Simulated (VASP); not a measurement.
# BaO (Fm-3m) in VASP: notebook

BaO is run at these levels: PBE; tasks: single point.

All numbers are computed with VASP 6.6.1; they aren't measurements. Logs are shortened: lines on timing, memory, paths and dates and some standing lists are left out, and cuts for length are marked.

## Step 1: The cell of the first run

It takes space group Fm-3m (No. 225, cubic). The conventional cell has a = 5.608 Å, b = 5.608 Å, c = 5.608 Å, α = 90.00°, β = 90.00°, γ = 90.00°. Ba (site symmetry m-3m) has 6 O at 2.80 Å within 3.7 Å. Within 3.7 Å of O (site symmetry m-3m) lie 6 Ba at 2.80 Å.

## Step 2: Single point, PBE (22.04 Å³/atom)

INCAR reads:

```
  PREC = Accurate
  ENCUT = 600
  EDIFF = 1E-6
  ISMEAR = -1
  SIGMA = 0.02
  LREAL = False
  LASPH = True
  NELM = 120
  ALGO = Normal
  ISIF = 2
  LWAVE = False
  LCHARG = True
  GGA = PE
  LELF = True
  LVHAR = True
  NBANDS = 15
  GGA_COMPAT = False
```

KPOINTS reads:

```
regular mesh
0
Gamma
  8 8 8
```

POSCAR reads:

```
BaO
1.0
    0.0000000000      2.8039352617      2.8039352617
    2.8039352617      0.0000000000      2.8039352617
    2.8039352617      2.8039352617      0.0000000000
Ba O
1 1
Direct
    0.0000000000      0.0000000000      0.0000000000
    0.5000000000      0.5000000000      0.5000000000
```

Potentials or basis: VASP PAW PBE potentials, release 64 (Ba_sv, O).

Run with:

```console
> cat potpaw_PBE.64/Ba_sv/POTCAR potpaw_PBE.64/O/POTCAR > POTCAR
> mpirun -np 1 vasp_std > vasp.out
```

OUTCAR:

```text
PREC = Accurate
   ENCUT = 600
   EDIFF = 1E-6
   ISMEAR = -1
   LREAL = False
   LASPH = True
   NELM = 120
   ISIF = 2
   GGA = PE

 ion  position               nearest neighbor table
   1  0.000  0.000  0.000-   2 2.80   2 2.80   2 2.80   2 2.80   2 2.80   2 2.80
   2  0.500  0.500  0.500-   1 2.80   1 2.80   1 2.80   1 2.80   1 2.80   1 2.80

  LATTYP: Found a face centered cubic cell.
 ALAT       =     5.6078705234

  Lattice vectors:

 A1 = (   0.0000000000,   2.8039352617,   2.8039352617)
 A2 = (   2.8039352617,   0.0000000000,   2.8039352617)
 A3 = (   2.8039352617,   2.8039352617,   0.0000000000)

Analysis of symmetry for initial positions (statically):
=====================================================================
 Subroutine PRICEL returns:
 Original cell was already a primitive cell.

 Routine SETGRP: Setting up the symmetry group for a
 face centered cubic supercell.

 Subroutine GETGRP returns: Found 48 space group operations
 (whereof 48 operations were pure point group operations)
 out of a pool of 48 trial point group operations.

The static configuration has the point symmetry O_h .

Analysis of symmetry for dynamics (positions and initial velocities):
=====================================================================
 Subroutine PRICEL returns:
 Original cell was already a primitive cell.

 Routine SETGRP: Setting up the symmetry group for a
 face centered cubic supercell.

 Subroutine GETGRP returns: Found 48 space group operations
 (whereof 48 operations were pure point group operations)
 out of a pool of 48 trial point group operations.

The dynamic configuration has the point symmetry O_h .

 Subroutine INISYM returns: Found 48 space group operations
 (whereof 48 operations are pure point group operations),
 and found     1 'primitive' translations

----------------------------------------------------------------------------------------

                                     Primitive cell

  volume of cell :      44.0894

  direct lattice vectors                    reciprocal lattice vectors
     0.000000000  2.803935262  2.803935262    -0.178320807  0.178320807  0.178320807
     2.803935262  0.000000000  2.803935262     0.178320807 -0.178320807  0.178320807
     2.803935262  2.803935262  0.000000000     0.178320807  0.178320807 -0.178320807

  length of vectors
     3.965363275  3.965363275  3.965363275     0.308860699  0.308860699  0.308860699

  position of ions in fractional coordinates (direct lattice)
     0.000000000  0.000000000  0.000000000
[... 88 lines left out ...]
   PSTRESS=    0.0 pullay stress
   NELECT =      16.0000    total number of electrons
   NUPDOWN=      -1.0000    fix difference up-down
   EMIN   =  10.00;   EMAX   =-10.00  energy-range for DOS
   EFERMI =   0.00;   METHOD = LEGACY
   ISMEAR =    -1;   SIGMA  =   0.02  broadening in eV -4-tet -1-fermi 0-gaus
   EFERMI_NEDOS =   21; number of points for ismear=-14 and -15
   IALGO  =     38    algorithm
   IMIX   =      4    mixing-type and parameters
     AMIX     =   0.40;   BMIX     =  1.00
     AMIX_MAG =   1.60;   BMIX_MAG =  1.00
  volume/ion in A,a.u.               =      22.04       148.76
  Fermi-wavevector in a.u.,A,eV,Ry     =   1.167715  2.206661 18.552336  1.363558
  Thomas-Fermi vector in A             =   2.304211
   LORBIT       =      0    0 simple, 1 ext, 2 COOP (PROOUT), +10 PAW based schemes
   GGA     = PE    functional components
   LHFCALC =     F    Hartree Fock is set to
   AEXX    =    0.0000 exact exchange contribution
   IVDW    =     0    specifies the selected vdW correction
   LEPSILON=     F    determine dielectric tensor
   LRPA    =     F    only Hartree local field effects (RPA)
 non-spin polarized calculation
  energy-cutoff  :      600.00
  volume of cell :       44.09
 maximum number of plane-waves:      1480
   NGX = 15   NGY = 15   NGZ = 15

 number of electron      16.0000004 magnetization

 Free energy of the ion-electron system (eV)
  ---------------------------------------------------
  ext. energy  EPLUGINS =         0.00000000
  ---------------------------------------------------
  free energy    TOTEN  =       -11.81142678 eV

  energy without entropy =      -11.81142678  energy(sigma->0) =      -11.81142678

 E-fermi :   2.0545     XC(G=0):  -9.4497

 val. band max:        1.6229009911   @ k =   0.5000   0.5000   0.0000
 cond. band min:       3.7173572341   @ k =   0.5000   0.5000   0.0000
 fundamental gap:      2.0944562430
 Fermi energy:         2.0545103744

 k-point     1 :       0.0000    0.0000    0.0000
  band No.  band energies     occupation
      1     -24.2929      2.00000
      2     -13.2847      2.00000
      3      -8.8737      2.00000
      4      -8.8737      2.00000
      5      -8.8737      2.00000
      6       1.3743      2.00000
      7       1.3743      2.00000
      8       1.3743      2.00000
      9       5.0147      0.00000
     10       6.3240      0.00000
     11       6.3240      0.00000
     12       6.3240      0.00000
     13       8.4979      0.00000
     14       8.4979      0.00000
[... 401 lines left out ...]
      2     -13.7712      2.00000
      3      -9.4334      2.00000
      4      -9.4286      2.00000
      5      -8.9799      2.00000
      6       0.2274      2.00000
      7       0.7862      2.00000
      8       0.8574      2.00000
      9       6.4501      0.00000
     10       7.0421      0.00000
     11       9.2615      0.00000
     12       9.3493      0.00000
     13      11.4426      0.00000
     14      13.1145      0.00000
     15      13.4460      0.00000

 [... further k-points ...]

------------------------ aborting loop because EDIFF is reached ----------------------------------------

  FORCE on cell =-STRESS in cart. coord.  units (eV):
  Direction    XX          YY          ZZ          XY          YZ          ZX
  --------------------------------------------------------------------------------------
  -------------------------------------------------------------------------------------
  Total        0.0518621      0.0518621      0.0518621      0.0000000      0.0000000     -0.0000000
  in kB        1.8846335      1.8846335      1.8846335      0.0000000      0.0000000     -0.0000000
  external PRESSURE =       1.8846335 kB  Pullay stress =       0.0000000 kB

 VOLUME and BASIS-vectors are now :
 -----------------------------------------------------------------------------
  energy-cutoff  :      600.00
  volume of cell :       44.09
      direct lattice vectors                 reciprocal lattice vectors
     0.000000000  2.803935262  2.803935262    -0.178320807  0.178320807  0.178320807
     2.803935262  0.000000000  2.803935262     0.178320807 -0.178320807  0.178320807
     2.803935262  2.803935262  0.000000000     0.178320807  0.178320807 -0.178320807

 POSITION                                       TOTAL-FORCE (eV/Angst)
 -----------------------------------------------------------------------------------
      0.00000      0.00000      0.00000        -0.000000     -0.000000     -0.000000
      2.80394      2.80394      2.80394         0.000000      0.000000      0.000000
 -----------------------------------------------------------------------------------
    total drift:                                0.000000     -0.000000      0.000000

  FREE ENERGIE OF THE ION-ELECTRON SYSTEM (eV)
  ---------------------------------------------------
  free  energy   TOTEN  =       -11.8114267843 eV

  energy  without entropy=      -11.8114267843  energy(sigma->0) =      -11.81142678
```

OSZICAR:

```text
N       E                     dE             d eps       ncg     rms          rms(c)
DAV:   1     0.874189847388E+02    0.87419E+02   -0.86518E+03   870   0.112E+03
DAV:   2    -0.967533327549E+01   -0.97094E+02   -0.87126E+02  1231   0.212E+02
DAV:   3    -0.143675517273E+02   -0.46922E+01   -0.46503E+01  1087   0.461E+01
DAV:   4    -0.144179656895E+02   -0.50414E-01   -0.50404E-01  1048   0.489E+00
DAV:   5    -0.144188673063E+02   -0.90162E-03   -0.90161E-03  1073   0.549E-01    0.942E+00
DAV:   6    -0.120874691316E+02    0.23314E+01   -0.89329E+00   912   0.214E+01    0.623E+00
DAV:   7    -0.118359713922E+02    0.25150E+00   -0.69177E-01   983   0.643E+00    0.211E+00
DAV:   8    -0.118117332116E+02    0.24238E-01   -0.11277E-01  1052   0.338E+00    0.559E-01
DAV:   9    -0.118100683831E+02    0.16648E-02   -0.10959E-02  1017   0.989E-01    0.170E-01
DAV:  10    -0.118114405372E+02   -0.13722E-02   -0.29962E-03   940   0.439E-01    0.493E-02
DAV:  11    -0.118114193902E+02    0.21147E-04   -0.17203E-04  1073   0.106E-01    0.286E-02
DAV:  12    -0.118114277083E+02   -0.83181E-05   -0.24089E-05   940   0.440E-02    0.570E-03
DAV:  13    -0.118114267843E+02    0.92394E-06   -0.23129E-06  1063   0.137E-02
   1 F= -.11811427E+02 E0= -.11811427E+02  d E =-.271254E-11
```

Run time: 8.4 s. Hardware: 1 thread of Intel Xeon 6975P-C (Granite Rapids), shared host; peak memory 0.18 GiB.

What came out:

| Item | Value |
| --- | --- |
| Free energy | -11.8114 eV |
| Pressure | 0.2 GPa |
| Band gap on the k mesh | 2.09 eV |

Caveat: spin-orbit coupling is left out, which moves the levels of the heavy elements. A k mesh can miss the band edges.

## Step 3: Single point, PBE (19.55 Å³/atom)

This run uses another cell than the first one, of 19.55 Å³/atom.

INCAR reads:

```
PREC     = Accurate       # precision mode
ENCUT    = 600            # plane-wave cutoff, eV
EDIFF    = 1E-6           # SCF threshold, eV
ISMEAR   = -1             # smearing method
SIGMA    = 0.02           # smearing width, eV
LREAL    = False          # projectors in reciprocal space
LASPH    = True           # aspherical terms in the spheres
NELM     = 120            # most SCF steps
ALGO     = Normal         # electronic algorithm
ISIF     = 2              # what is computed and relaxed
LWAVE    = False          # write WAVECAR
LCHARG   = False          # write CHGCAR
GGA      = PE             # functional
NBANDS   = 15             # bands
GGA_COMPAT= False
```

KPOINTS reads:

```
Automatic mesh
0
Gamma
  8 8 8
```

POSCAR reads:

```
BaO
1.0
    0.0000000000      2.6938617990      2.6938617990
    2.6938617990      0.0000000000      2.6938617990
    2.6938617990      2.6938617990      0.0000000000
Ba O
1 1
Direct
    0.0000000000      0.0000000000      0.0000000000
    0.5000000000      0.5000000000      0.5000000000
```

Potentials or basis: VASP PAW PBE potentials, release 64 (Ba_sv, O).

Run with:

```console
> cat potpaw_PBE.64/Ba_sv/POTCAR potpaw_PBE.64/O/POTCAR > POTCAR
> mpirun -np 1 vasp_std > vasp.out
```

Run time: 30 s. Hardware: 1 thread of AMD EPYC 7R13, shared host; peak memory 0.15 GiB.

It converged, with:

* Free energy: -11.6478 eV
* Pressure: 11.2 GPa
* Band gap on the k mesh: 1.65 eV

Levels at points of the mesh, in eV from the valence-band top:
```
           k point  band 4  band 5  band 6  band 7  band 8  band 9  band 10  band 11  band 12  band 13
(0.00, 0.00, 0.00)  -10.30  -10.30   -0.58   -0.58   -0.58    3.90     4.59     4.59     4.59     7.08
(0.50, 0.00, 0.00)  -10.44  -10.44   -2.36   -1.90   -1.90    4.98     7.37     7.37     8.62    11.10
(0.50, 0.50, 0.00)  -11.05  -11.05   -0.29   -0.29    0.00    1.65     6.29     9.24     9.91    10.21
```

Caveat: the cell stands under pressure; spin-orbit coupling is left out, which moves the levels of the heavy elements. A k mesh can miss the band edges.

## Step 4: Single point, PBE (19.97 Å³/atom)

This run uses another cell than the first one, of 19.97 Å³/atom.

INCAR reads:

```
SYSTEM = BaO
  ALGO = Normal
  EDIFF = 1E-6
  ENCUT = 600
  GGA = PE
  GGA_COMPAT = .FALSE.
  ISIF = 2
  ISMEAR = -1
  LASPH = .TRUE.
  LCHARG = .FALSE.
  LREAL = .FALSE.
  LWAVE = .FALSE.
  NBANDS = 15
  NELM = 120
  PREC = Accurate
  SIGMA = 0.02
```

KPOINTS reads:

```
k-points
0
G
  8 8 8
  0 0 0
```

POSCAR reads:

```
BaO
1.0
    0.0000000000      2.7128332818      2.7128332818
    2.7128332818      0.0000000000      2.7128332818
    2.7128332818      2.7128332818      0.0000000000
Ba O
1 1
Direct
    0.0000000000      0.0000000000      0.0000000000
    0.5000000000      0.5000000000      0.5000000000
```

Run with:

```console
> cat potpaw_PBE.64/Ba_sv/POTCAR potpaw_PBE.64/O/POTCAR > POTCAR
> mpirun -np 1 vasp_std > vasp.out
```

It took 32 s on 1 thread of AMD EPYC 7R13, shared host; peak memory 0.15 GiB.

It converged, with:

| Property | Result |
| --- | --- |
| Free energy | -11.7006 eV |
| Pressure | 8.8 GPa |
| Band gap on the k mesh | 1.74 eV |

Levels at points of the mesh, in eV from the valence-band top:
```
           k point  band 6  band 7  band 8  band 9  band 10  band 11
(0.00, 0.00, 0.00)   -0.52   -0.52   -0.52    3.81     4.62     4.62
(0.50, 0.00, 0.00)   -2.26   -1.78   -1.78    4.97     7.32     7.32
(0.50, 0.50, 0.00)   -0.26   -0.26    0.00    1.74     6.21     9.15
```

Caveat: the cell stands under pressure; spin-orbit coupling is left out, which moves the levels of the heavy elements. A k mesh can miss the band edges.

## Step 5: Single point, PBE (20.38 Å³/atom)

This run uses another cell than the first one, of 20.38 Å³/atom.

INCAR reads:

```
PREC     = Accurate       # precision mode
ENCUT    = 600            # plane-wave cutoff, eV
EDIFF    = 1E-6           # SCF threshold, eV
ISMEAR   = -1             # smearing method
SIGMA    = 0.02           # smearing width, eV
LREAL    = False          # projectors in reciprocal space
LASPH    = True           # aspherical terms in the spheres
NELM     = 120            # most SCF steps
ALGO     = Normal         # electronic algorithm
ISIF     = 2              # what is computed and relaxed
LWAVE    = False          # write WAVECAR
LCHARG   = False          # write CHGCAR
GGA      = PE             # functional
NBANDS   = 15             # bands
GGA_COMPAT= False
```

KPOINTS reads:

```
regular mesh
0
Gamma
  8 8 8
```

POSCAR reads:

```
BaO
1.0
    0.0000000000      2.7315430680      2.7315430680
    2.7315430680      0.0000000000      2.7315430680
    2.7315430680      2.7315430680      0.0000000000
Ba O
1 1
Direct
    0.0000000000      0.0000000000      0.0000000000
    0.5000000000      0.5000000000      0.5000000000
```

Run with:

```console
> cat potpaw_PBE.64/Ba_sv/POTCAR potpaw_PBE.64/O/POTCAR > POTCAR
> mpirun -np 1 vasp_std > vasp.out
```

It took 33 s on 1 thread of AMD EPYC 7R13, shared host; peak memory 0.16 GiB.

The run converged. Its results:

* Free energy: -11.7416 eV
* Pressure: 6.7 GPa
* Band gap on the k mesh: 1.82 eV

Levels at points of the mesh, in eV from the valence-band top:
```
           k point  band 6  band 7  band 8  band 9  band 10  band 11
(0.00, 0.00, 0.00)   -0.46   -0.46   -0.46    3.72     4.65     4.65
(0.50, 0.00, 0.00)   -2.17   -1.68   -1.68    4.96     7.27     7.27
(0.50, 0.50, 0.00)   -0.22   -0.22    0.00    1.82     6.13     9.07
```

Caveat: the cell stands under pressure; spin-orbit coupling is left out, which moves the levels of the heavy elements.

## Step 6: The runs side by side

```tsv
cell	gap on the mesh (eV)	pressure (GPa)
a = 3.965 Å, angles 60.0°, 2 atoms	2.09	0.2
a = 3.810 Å, angles 60.0°, 2 atoms	1.65	11.2
a = 3.837 Å, angles 60.0°, 2 atoms	1.74	8.8
a = 3.863 Å, angles 60.0°, 2 atoms	1.82	6.7
```

Alike in all rows: task single point; level PBE; potentials or basis VASP PAW PBE potentials, release 64 (Ba_sv, O); no spin polarisation; k mesh 8 × 8 × 8; cutoff (eV) 600; smearing fermi-dirac 0.02 eV.

Caveats: spin-orbit coupling is left out, which moves the levels of the heavy elements; the cell stands under pressure (at least some runs).

Absolute energies hang on the potentials; compare differences alone.
